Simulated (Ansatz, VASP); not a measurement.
**CaZr2N3 in VASP and in Ansatz**

File INCAR:

```
PREC = Accurate ; ENCUT = 520
EDIFF = 1E-6 ; ISMEAR = 0
SIGMA = 0.1 ; LREAL = F
LASPH = T ; NELM = 150
ALGO = Normal ; ISIF = 2
LWAVE = F ; LCHARG = F
ISPIN = 2 ; MAGMOM = 0 1 1 0 0 0
LORBIT = 11 ; LMAXMIX = 4
GGA = PE ; NBANDS = 38
```

File KPOINTS:

```
regular mesh
0
Gamma
  4 4 4
```

File POSCAR:

```
CaZr2N3
1.0
    4.3053622103      0.0000000000      0.0000000000
    0.0000000000      4.3053622103      0.0000000000
    0.0000000000      0.0000000000      5.7475338438
Ca Zr N
1 2 3
Direct
    0.0000000000      0.0000000000      0.5000000000
    0.5000000000      0.5000000000      0.0000000000
    0.0000000000      0.0000000000      0.0000000000
    0.5000000000      0.5000000000      0.5000000000
    0.0000000000      0.5000000000      0.0000000000
    0.5000000000      0.0000000000      0.0000000000
```

Input for Ansatz:

```yaml
crystal:
  lattice:
    - [4.3053622103, 0.0, 0.0]
    - [0.0, 4.3053622103, 0.0]
    - [0.0, 0.0, 5.7475338438]
  atoms:
    - { symbol: Ca, position: [0.0, 0.0, 0.5] }
    - { symbol: Zr, position: [0.5, 0.5, 0.0], spin: 1.0 }
    - { symbol: Zr, position: [0.0, 0.0, 0.0], spin: 1.0 }
    - { symbol: "N", position: [0.5, 0.5, 0.5] }
    - { symbol: "N", position: [0.0, 0.5, 0.0] }
    - { symbol: "N", position: [0.5, 0.0, 0.0] }
basis:
  ecutwfc: 420
kpoints:
  mp_grid: { grid: [4, 4, 4] }
hamiltonian:
  xc: pbe
scf:
  occupations: { method: gaussian, width: 0.1 }
  lower_state_search: "off"
output:
  forces: true
  stress: true
  eigenvalues: true
  populations: true
magnetization:
  spin_polarized: true
```

Alike in both runs: task single point; functional PBE; k mesh 4 × 4 × 4; occupations gaussian, width 0.1 eV; collinear spin.

```csv
,VASP,Ansatz
version,VASP 6.6.1,Ansatz 0.2.0
potentials or method,"VASP PAW PBE potentials, release 64 (Ca_sv, Zr_sv, N), cutoff 520 eV","scalar-relativistic, plane waves, PAW"
valence electrons in the cell,49,49
```

|  | VASP | Ansatz | Ansatz less VASP |
| --- | --- | --- | --- |
| gap on the k mesh at the Fermi level (eV) | none | none | - |
| pressure (GPa) | 0.5 | 0.4 | -0.14 |
| traceless stress, the component that is largest in VASP (GPa) | -0.26 | -0.16 | +0.101 |
| net moment per atom (μB) | 0.14 | 0.14 | 0.000 |
| size of the moment on the site where the two differ most (μB) | 0.35 | 0.50 | +0.147 |

Site moments also hang on the region over which each program counts them. A gap of «none» marks a metal or a gap that the smearing closes.

The k mesh is coarse, so the values compare programs but aren't converged.
